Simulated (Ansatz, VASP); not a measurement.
One calculation of FeO, two programs

The input INCAR:

```
SYSTEM = FeO
PREC     = Accurate       ! precision mode
ENCUT    = 700            ! plane-wave cutoff, eV
EDIFF    = 1E-6           ! SCF threshold, eV
ISMEAR   = -1             ! smearing method
SIGMA    = 0.05           ! smearing width, eV
LREAL    = .FALSE.        ! projectors in reciprocal space
LASPH    = .TRUE.         ! aspherical terms in the spheres
NELM     = 200            ! most SCF steps
ALGO     = Normal         ! electronic algorithm
ISIF     = 2              ! what is computed and relaxed
LWAVE    = .FALSE.        ! write WAVECAR
LCHARG   = .FALSE.        ! write CHGCAR
ISPIN    = 2              ! spin polarisation
MAGMOM   = 3 0            ! initial moments
LORBIT   = 11             ! projections on sites
LMAXMIX  = 4              ! l up to which the mixer works
GGA      = PE             ! functional
IVDW     = 13             ! dispersion correction
NBANDS   = 22             ! bands
GGA_COMPAT= .FALSE.
```

Contents of KPOINTS:

```
Automatic mesh
0
G
  11 11 11
  0 0 0
```

Contents of POSCAR:

```
FeO
1.0
    0.0000000000      2.1409337923      2.1409337923
    2.1409337923      0.0000000000      2.1409337923
    2.1409337923      2.1409337923      0.0000000000
Fe O
1 1
Direct
    0.0000000000      0.0000000000      0.0000000000
    0.5000000000      0.5000000000      0.5000000000
```

input.yaml

```yaml
crystal:
  lattice:
    - [0.0, 2.1409337923, 2.1409337923]
    - [2.1409337923, 0.0, 2.1409337923]
    - [2.1409337923, 2.1409337923, 0.0]
  atoms:
    - { symbol: Fe, position: [0.0, 0.0, 0.0], spin: 3.0 }
    - { symbol: O, position: [0.5, 0.5, 0.5] }
hamiltonian:
  xc: pbe
  pseudopotentials: { kind: paw }
  dispersion: d4
magnetization:
  spin_polarized: true
kpoints:
  mp_grid: { grid: [11, 11, 11] }
scf:
  occupations: { method: fermi_dirac, width: 0.05 }
output:
  forces: true
  stress: true
  eigenvalues: true
  write_density: true
  write_potential: true
  elf: true
  volumetric_format: npy
```

Alike in both runs: task single point; functional PBE; dispersion D4; k mesh 11 × 11 × 11; occupations fermi-dirac, width 0.05 eV; collinear spin.

|  | VASP | Ansatz |
| --- | --- | --- |
| version | VASP 6.6.1 | Ansatz 0.2.0 |
| potentials or method | VASP PAW PBE potentials, release 64 (Fe_sv, O) | Ansatz PAW |
| plane-wave cutoff (eV) | 700 | 420 |
| valence electrons in the cell | 22 | 22 |

Ansatz gave:

- gap on the k mesh at the Fermi level (eV): none
- net moment per atom (μB): 2.00
- size of the moment on the site where the two differ most (μB): 3.44

Problem. Which values does VASP return?

Solution. gap on the k mesh at the Fermi level (eV): none; net moment per atom (μB): 2.00; size of the moment on the site where the two differ most (μB): 3.48.

Site moments also hang on the region over which each program counts them. A gap of «none» marks a metal or a gap that the smearing closes.
